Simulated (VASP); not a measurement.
Input of a VASP 6.6.1 run:

The input INCAR:

```
SYSTEM = KCl
PREC     = Accurate       ! precision mode
ENCUT    = 520            ! plane-wave cutoff, eV
EDIFF    = 1E-6           ! SCF threshold, eV
ISMEAR   = -1             ! smearing method
SIGMA    = 0.02           ! smearing width, eV
LREAL    = .FALSE.        ! projectors in reciprocal space
LASPH    = .TRUE.         ! aspherical terms in the spheres
NELM     = 80             ! most SCF steps
ALGO     = Normal         ! electronic algorithm
ISIF     = 2              ! what is computed and relaxed
LWAVE    = .FALSE.        ! write WAVECAR
LCHARG   = .FALSE.        ! write CHGCAR
GGA      = PE             ! functional
NBANDS   = 15             ! bands
```

Contents of KPOINTS:

```
Automatic mesh
0
G
  6 6 6
  0 0 0
```

File POSCAR:

```
KCl
1.0
    0.0000000000      3.7061457669      3.0214740150
    3.7061457669      0.0000000000      3.0214740150
    3.7061457669      3.7061457669      0.0000000000
K Cl
1 1
Direct
    0.0000000000      0.0000000000      0.0000000000
    0.2500000000      0.2500000000      0.2500000000
```

Potentials or basis: VASP PAW PBE potentials, release 64 (K_sv, Cl).

The run is started by

```sh
$ cat potpaw_PBE.64/K_sv/POTCAR potpaw_PBE.64/Cl/POTCAR > POTCAR
$ mpirun -np 1 vasp_std > vasp.out
```

(1) What does it give for the band gap on the k mesh?

(2) Estimate the pressure.

Answers

(1) 4.74 eV, indirect (least direct gap 4.80 eV).

(2) 0.5 GPa.

Caveat: the cell differs from its parent crystal (epitaxial xy strain +5.7%).
